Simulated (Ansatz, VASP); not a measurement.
# One calculation of Pd, two programs

Contents of INCAR:

```
PREC     = Accurate       # precision mode
ENCUT    = 520            # plane-wave cutoff, eV
EDIFF    = 1E-7           # SCF threshold, eV
ISMEAR   = -1             # smearing method
SIGMA    = 0.05           # smearing width, eV
LREAL    = False          # projectors in reciprocal space
LASPH    = True           # aspherical terms in the spheres
NELM     = 60             # most SCF steps
ALGO     = Normal         # electronic algorithm
ISIF     = 2              # what is computed and relaxed
LWAVE    = False          # write WAVECAR
LCHARG   = False          # write CHGCAR
GGA      = PS             # functional
NBANDS   = 11             # bands
```

File KPOINTS:

```
Automatic mesh
0
Gamma
  18 18 18
```

File POSCAR:

```
Pd
1.0
    0.0000000000      1.9449000000      1.9643490000
    1.9449000000      0.0000000000      1.9643490000
    1.9449000000      1.9449000000      0.0000000000
Pd
1
Direct
    0.0000000000      0.0000000000      0.0000000000
```

Input for Ansatz:

```yaml
crystal:
  lattice:
    - [0.0, 1.9449, 1.964349]
    - [1.9449, 0.0, 1.964349]
    - [1.9449, 1.9449, 0.0]
  atoms:
    - { symbol: Pd, position: [0.0, 0.0, 0.0] }
kpoints:
  mp_grid: { grid: [18, 18, 18] }
  band_path:
    path:
      - [0.0, 0.0, 0.0]
      - [0.0, 0.5, 0.5]
      - [0.25, 0.75, 0.5]
      - [0.0, 0.5, 0.0]
      - [0.0, 0.0, 0.0]
      - [0.5, 0.5, 0.0]
      - [0.3725370062, 0.6274629938, 0.0]
      - [-0.3725370062, 0.3725370062, 0.0]
      - [0.0, 0.0, 0.0]
    npoints: 5
scf:
  occupations: { method: fermi_dirac, width: 0.05 }
hamiltonian:
  xc: pbesol
  pseudopotentials: { kind: all_electron, lapw: { basis_error: 0.00025 } }
output:
  forces: true
  stress: true
  eigenvalues: true
```

Change from the starting cell: zz strain of +1 %.

Alike in both runs: task single point; functional PBEsol; k mesh 18 × 18 × 18; occupations fermi-dirac, width 0.05 eV; no spin polarisation.

```csv
,VASP,Ansatz
version,VASP 6.6.1,Ansatz 0.2.0
potentials or method,"VASP PAW PBE potentials, release 64 (Pd), cutoff 520 eV","all-electron LAPW, scalar-relativistic"
```

|  | VASP | Ansatz | Ansatz less VASP |
| --- | --- | --- | --- |
| pressure (GPa) | -4.4 | -4.1 | +0.26 |
| traceless stress, the component that is largest in VASP (GPa) | -0.41 | -0.41 | -0.004 |

VASP's potentials were made for PBE, not for PBEsol. Ansatz ran all-electron here, and VASP with PAW potentials.
